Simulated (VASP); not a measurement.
# TiCo (P4/mmm) in VASP: single point with PBEsol

Aim: the single point of TiCo with PBEsol.

Everything below comes from runs of VASP 6.6.1. Logs are shortened: lines on timing, memory, paths and dates and some standing lists are left out, and cuts for length are marked.

## (1) The cell of the first run

Symmetry: P4/mmm, No. 123, tetragonal system. Conventional cell: a = 2.939 Å, b = 2.939 Å, c = 2.880 Å, α = 90.00°, β = 90.00°, γ = 90.00°. Within 3.3 Å of Ti (site symmetry 4/mmm) lie 8 Co at 2.53 Å and 6 Ti at 2.88 to 2.94 Å. Within 3.3 Å of Co (site symmetry 4/mmm) lie 8 Ti at 2.53 Å and 6 Co at 2.88 to 2.94 Å.

## (2) Single point, PBEsol, collinear spin, ferromagnetic start (strain along c alone, the other axes held: -2.0 %)

File INCAR:

```
PREC = Accurate ; ENCUT = 520
EDIFF = 1E-6 ; ISMEAR = 0
SIGMA = 0.1 ; LREAL = False
LASPH = True ; NELM = 150
ALGO = Normal ; ISIF = 2
LWAVE = False ; LCHARG = False
ISPIN = 2 ; MAGMOM = 0 0.75
LORBIT = 11 ; LMAXMIX = 4
GGA = PS ; NBANDS = 22
```

File KPOINTS:

```
Automatic mesh
0
Gamma
  18 18 18
```

File POSCAR:

```
TiCo
1.0
    2.9385074037      0.0000000000      0.0000000000
    0.0000000000      2.9385074037      0.0000000000
    0.0000000000      0.0000000000      2.8797372557
Ti Co
1 1
Direct
    0.0000000000      0.0000000000      0.0000000000
    0.5000000000      0.5000000000      0.5000000000
```

Potentials or basis: VASP PAW PBE potentials, release 64 (Ti_sv, Co).

Launch:

```bash
$ cat potpaw_PBE.64/Ti_sv/POTCAR potpaw_PBE.64/Co/POTCAR > POTCAR
$ mpirun -np 1 vasp_std > vasp.out
```

OUTCAR:

```text
PREC = Accurate
   ENCUT = 520
   EDIFF = 1E-6
   ISMEAR = 0
   LREAL = False
   LASPH = True
   NELM = 150
   ISIF = 2
   ISPIN = 2
   LORBIT = 11
   GGA = PS

 ion  position               nearest neighbor table
   1  0.000  0.000  0.000-   2 2.53   2 2.53   2 2.53   2 2.53   2 2.53   2 2.53   2 2.53   2 2.53

   2  0.500  0.500  0.500-   1 2.53   1 2.53   1 2.53   1 2.53   1 2.53   1 2.53   1 2.53   1 2.53

  LATTYP: Found a simple tetragonal cell.
 ALAT       =     2.9385074037
 C/A-ratio  =     0.9800000000

  Lattice vectors:

 A1 = (   2.9385074037,   0.0000000000,   0.0000000000)
 A2 = (   0.0000000000,   2.9385074037,   0.0000000000)
 A3 = (   0.0000000000,   0.0000000000,   2.8797372557)

Analysis of symmetry for initial positions (statically):
=====================================================================
 Subroutine PRICEL returns:
 Original cell was already a primitive cell.

 Routine SETGRP: Setting up the symmetry group for a
 simple tetragonal supercell.

 Subroutine GETGRP returns: Found 16 space group operations
 (whereof 16 operations were pure point group operations)
 out of a pool of 16 trial point group operations.

The static configuration has the point symmetry D_4h.

Analysis of symmetry for dynamics (positions and initial velocities):
=====================================================================
 Subroutine PRICEL returns:
 Original cell was already a primitive cell.

 Routine SETGRP: Setting up the symmetry group for a
 simple tetragonal supercell.

 Subroutine GETGRP returns: Found 16 space group operations
 (whereof 16 operations were pure point group operations)
 out of a pool of 16 trial point group operations.

The dynamic configuration has the point symmetry D_4h.

Analysis of structural, dynamic, and magnetic symmetry:
=====================================================================
 Subroutine PRICEL returns:
 Original cell was already a primitive cell.

 Routine SETGRP: Setting up the symmetry group for a
 simple tetragonal supercell.

 Subroutine GETGRP returns: Found 16 space group operations
 (whereof 16 operations were pure point group operations)
 out of a pool of 16 trial point group operations.

The overall configuration has the point symmetry D_4h.

 Subroutine INISYM returns: Found 16 space group operations
 (whereof 16 operations are pure point group operations),
 and found     1 'primitive' translations

----------------------------------------------------------------------------------------

                                     Primitive cell

  volume of cell :      24.8660

  direct lattice vectors                    reciprocal lattice vectors
     2.938507404  0.000000000  0.000000000     0.340308824  0.000000000  0.000000000
     0.000000000  2.938507404  0.000000000     0.000000000  0.340308824  0.000000000
     0.000000000  0.000000000  2.879737256     0.000000000  0.000000000  0.347253902

  length of vectors
     2.938507404  2.938507404  2.879737256     0.340308824  0.340308824  0.347253902

  position of ions in fractional coordinates (direct lattice)
     0.000000000  0.000000000  0.000000000
     0.500000000  0.500000000  0.500000000

  ion indices of the primitive-cell ions
   primitive index   ion index
                 1           1
                 2           2

----------------------------------------------------------------------------------------

 KPOINTS: Automatic mesh

Automatic generation of k-mesh.
 Grid dimensions read from file:
 generate k-points for:   18   18   18

 Generating k-lattice:

  Cartesian coordinates                     Fractional coordinates (reciprocal lattice)
     0.018906046  0.000000000  0.000000000     0.055555556  0.000000000  0.000000000
     0.000000000  0.018906046  0.000000000     0.000000000  0.055555556  0.000000000
     0.000000000  0.000000000  0.019291883     0.000000000  0.000000000  0.055555556

  Length of vectors
     0.018906046  0.018906046  0.019291883

  Shift w.r.t. Gamma in fractional coordinates (k-lattice)
     0.000000000  0.000000000  0.000000000

 Subroutine IBZKPT returns following result:
 ===========================================

 Found    550 irreducible k-points:

 Following reciprocal coordinates:
            Coordinates               Weight
  0.000000  0.000000  0.000000      1.000000
  0.055556  0.000000  0.000000      4.000000
  0.111111  0.000000  0.000000      4.000000
  0.166667  0.000000  0.000000      4.000000
  0.222222  0.000000  0.000000      4.000000
  0.277778  0.000000  0.000000      4.000000
[... 16 lines left out ...]
  0.277778  0.111111  0.000000      8.000000
  0.333333  0.111111  0.000000      8.000000
 [... further k-points ...]
   k-points           NKPTS =    550   k-points in BZ     NKDIM =    550   number of bands    NBANDS=     22
   number of dos      NEDOS =    301   number of ions     NIONS =      2
   total plane-waves  NPLWV =  13824
   dimension x,y,z NGX =    24 NGY =   24 NGZ =   24
   dimension x,y,z NGXF=    48 NGYF=   48 NGZF=   48
   ions per type =               1   1
   NGX,Y,Z   is equivalent  to a cutoff of  13.58, 13.58, 13.86 a.u.
   NGXF,Y,Z  is equivalent  to a cutoff of  27.16, 27.16, 27.71 a.u.
 SYSTEM =  unknown system
   PREC   = accura    normal or accurate (medium, high low for compatibility)
   ISTART =      0    job   : 0-new  1-cont  2-samecut
   ICHARG =      2    charge: 1-file 2-atom 10-const
   ISPIN  =      2    spin polarized calculation?
   LNONCOLLINEAR =      F non collinear calculations
   LSORBIT =      F    spin-orbit coupling
   LASPH  =      T    aspherical Exc in radial PAW
   ENCUT  =  520.0 eV  38.22 Ry    6.18 a.u.   5.46  5.46  5.35*2*pi/ulx,y,z
   NELM   =    150;   NELMIN=  2; NELMDL= -5     # of ELM steps
   EDIFF  = 0.1E-05   stopping-criterion for ELM
   LREAL  =      F    real-space projection
   EDIFFG = 0.1E-04   stopping-criterion for IOM
   NSW    =      0    number of steps for IOM
   IBRION =     -1    ionic relax: 0-MD 1-quasi-New 2-CG
   NFREE  =      0    steps in history (QN), initial steepest desc. (CG)
   ISIF   =      2    stress and relaxation
   ISYM   =      2    0-nonsym 1-usesym 2-fastsym
   POTIM  = 0.5000    time-step for ionic-motion
   TEBEG  =    0.0;   TEEND  =   0.0 temperature during run
   PSTRESS=    0.0 pullay stress
   NELECT =      21.0000    total number of electrons
   NUPDOWN=      -1.0000    fix difference up-down
   EMIN   =  10.00;   EMAX   =-10.00  energy-range for DOS
   EFERMI =   0.00;   METHOD = LEGACY
   ISMEAR =     0;   SIGMA  =   0.10  broadening in eV -4-tet -1-fermi 0-gaus
   EFERMI_NEDOS =   21; number of points for ismear=-14 and -15
   IALGO  =     38    algorithm
   IMIX   =      4    mixing-type and parameters
     AMIX     =   0.40;   BMIX     =  1.00
     AMIX_MAG =   1.60;   BMIX_MAG =  1.00
  volume/ion in A,a.u.               =      12.43        83.90
  Fermi-wavevector in a.u.,A,eV,Ry     =   1.547435  2.924228 32.579905  2.394555
  Thomas-Fermi vector in A             =   2.652529
   LORBIT       =     11    0 simple, 1 ext, 2 COOP (PROOUT), +10 PAW based schemes
   GGA     = PS    functional components
   LHFCALC =     F    Hartree Fock is set to
   AEXX    =    0.0000 exact exchange contribution
   IVDW    =     0    specifies the selected vdW correction
   LEPSILON=     F    determine dielectric tensor
   LRPA    =     F    only Hartree local field effects (RPA)
 spin polarized calculation
 Gauss-broadening in eV      SIGMA  =   0.10
  energy-cutoff  :      520.00
  volume of cell :       24.87
 maximum number of plane-waves:       691
 NGX is ok and might be reduce to    24
   NGX = 11   NGY = 11   NGZ = 11

 number of electron      21.0000007 magnetization       0.5703984

 Free energy of the ion-electron system (eV)
  ---------------------------------------------------
  ext. energy  EPLUGINS =         0.00000000
  ---------------------------------------------------
  free energy    TOTEN  =       -16.89888521 eV

  energy without entropy =      -16.88677518  energy(sigma->0) =      -16.89283020

 E-fermi :  10.6812     XC(G=0): -13.1057

 val. band max:       10.6797658225   @ k =   0.5000   0.2222   0.0556
 cond. band min:      10.6825635158   @ k =   0.3889   0.3889   0.3889
 fundamental gap:      0.0027976933
 Fermi energy:        10.6811996963

 spin component 1

 k-point     1 :       0.0000    0.0000    0.0000
  band No.  band energies     occupation
      1     -46.1605      1.00000
      2     -22.3389      1.00000
      3     -22.3389      1.00000
      4     -22.3073      1.00000
      5       2.6920      1.00000
      6       6.2947      1.00000
[... 14 lines left out ...]
     21      31.4743      0.00000
     22      31.9791      0.00000
[... 552 lines left out ...]
  band No.  band energies     occupation
      1     -46.1257      1.00000
      2     -22.6084      1.00000
      3     -22.3601      1.00000
      4     -22.2848      1.00000
      5       4.9406      1.00000
      6       7.0314      1.00000
[... 14 lines left out ...]
     21      29.4784      0.00000
     22      30.5634      0.00000

 [... further k-points ...]

 spin component 2

 k-point     1 :       0.0000    0.0000    0.0000
  band No.  band energies     occupation
      1     -46.1468      1.00000
      2     -22.3262      1.00000
      3     -22.3262      1.00000
      4     -22.2932      1.00000
      5       2.7176      1.00000
      6       6.6655      1.00000
[... 14 lines left out ...]
     21      31.5909      0.00000
     22      31.9490      0.00000
[... 552 lines left out ...]
  band No.  band energies     occupation
      1     -46.1119      1.00000
      2     -22.5971      1.00000
      3     -22.3476      1.00000
      4     -22.2706      1.00000
      5       4.9812      1.00000
      6       7.3709      1.00000
[... 14 lines left out ...]
     21      29.5485      0.00000
     22      30.5371      0.00000

 [... further k-points ...]

------------------------ aborting loop because EDIFF is reached ----------------------------------------

  FORCE on cell =-STRESS in cart. coord.  units (eV):
  Direction    XX          YY          ZZ          XY          YZ          ZX
  --------------------------------------------------------------------------------------
  -------------------------------------------------------------------------------------
  Total        0.4335303      0.4335303      0.6501261      0.0000000      0.0000000     -0.0000000
  in kB       27.9333889     27.9333889     41.8891681      0.0000000      0.0000000     -0.0000000
  external PRESSURE =      32.5853153 kB  Pullay stress =       0.0000000 kB

 VOLUME and BASIS-vectors are now :
 -----------------------------------------------------------------------------
  energy-cutoff  :      520.00
  volume of cell :       24.87
      direct lattice vectors                 reciprocal lattice vectors
     2.938507404  0.000000000  0.000000000     0.340308824  0.000000000  0.000000000
     0.000000000  2.938507404  0.000000000     0.000000000  0.340308824  0.000000000
     0.000000000  0.000000000  2.879737256     0.000000000  0.000000000  0.347253902

 POSITION                                       TOTAL-FORCE (eV/Angst)
 -----------------------------------------------------------------------------------
      0.00000      0.00000      0.00000         0.000000      0.000000      0.000000
      1.46925      1.46925      1.43987         0.000000      0.000000      0.000000
 -----------------------------------------------------------------------------------
    total drift:                                0.000000      0.000000     -0.000000

  FREE ENERGIE OF THE ION-ELECTRON SYSTEM (eV)
  ---------------------------------------------------
  free  energy   TOTEN  =       -16.8988852080 eV

  energy  without entropy=      -16.8867751832  energy(sigma->0) =      -16.89283020

 total charge

# of ion       s       p       d       tot
------------------------------------------
    1        2.265   6.205   1.921  10.391
    2        0.551   0.494   7.369   8.415
--------------------------------------------------
tot          2.816   6.699   9.290  18.805

 magnetization (x)

# of ion       s       p       d       tot
------------------------------------------
    1       -0.001  -0.007   0.012   0.004
    2        0.021  -0.001   0.562   0.583
--------------------------------------------------
tot          0.020  -0.007   0.574   0.587
```

Wall time 3.6 min (1 thread of Intel Xeon 6975P-C (Granite Rapids), shared host); peak memory 0.53 GiB.

What came out:

```yaml
Free_energy: -16.8989 eV
Pressure: 3.3 GPa
Net_moment: 0.57 μB per cell
Site_moments: Ti +0.00; Co +0.58 μB
Valence_electrons_inside_the_program's_atomic_spheres: Ti 10.39; Co 8.41
```

Levels at points of the mesh, in eV from the Fermi level:
Spin up:
```csv
k point,band 9,band 10,band 11,band 12,band 13,band 14
"(0.00, 0.00, 0.00)",-1.79,-1.79,0.55,0.71,2.92,2.94
"(0.50, 0.00, 0.00)",-1.86,-1.38,-0.93,-0.30,0.61,0.81
"(0.50, 0.50, 0.00)",-1.18,-0.61,0.62,0.62,1.10,2.75
"(0.00, 0.00, 0.50)",-1.95,-1.42,-0.83,-0.11,0.57,0.57
"(0.50, 0.00, 0.50)",-1.15,-0.46,0.76,0.81,1.30,2.69
"(0.50, 0.50, 0.50)",-2.35,-2.25,-1.14,-1.11,3.39,3.49
```
Spin down:
```csv
k point,band 6,band 7,band 8,band 9,band 10,band 11,band 12,band 13,band 14,band 15
"(0.00, 0.00, 0.00)",-4.02,-3.96,-1.52,-1.42,-1.42,0.90,1.06,3.01,3.02,3.02
"(0.50, 0.00, 0.00)",-3.99,-2.33,-1.54,-1.47,-0.96,-0.96,0.39,0.64,0.83,2.45
"(0.50, 0.50, 0.00)",-3.97,-2.43,-2.43,-0.32,0.02,0.64,0.64,1.24,2.89,2.89
"(0.00, 0.00, 0.50)",-3.88,-2.29,-1.57,-1.57,-1.00,-0.87,0.59,0.60,0.60,2.38
"(0.50, 0.00, 0.50)",-3.99,-2.58,-2.57,-0.28,0.17,0.77,0.83,1.43,2.84,2.90
"(0.50, 0.50, 0.50)",-2.50,-2.44,-2.32,-2.32,-2.23,-0.28,-0.22,3.37,3.48,7.71
```

Caveat: the cell differs from its parent crystal (strain along c alone, the other axes held: -2.0 %); the cell stands under pressure; the PAW data sets were made with another functional, which shifts forces and pressure a little.
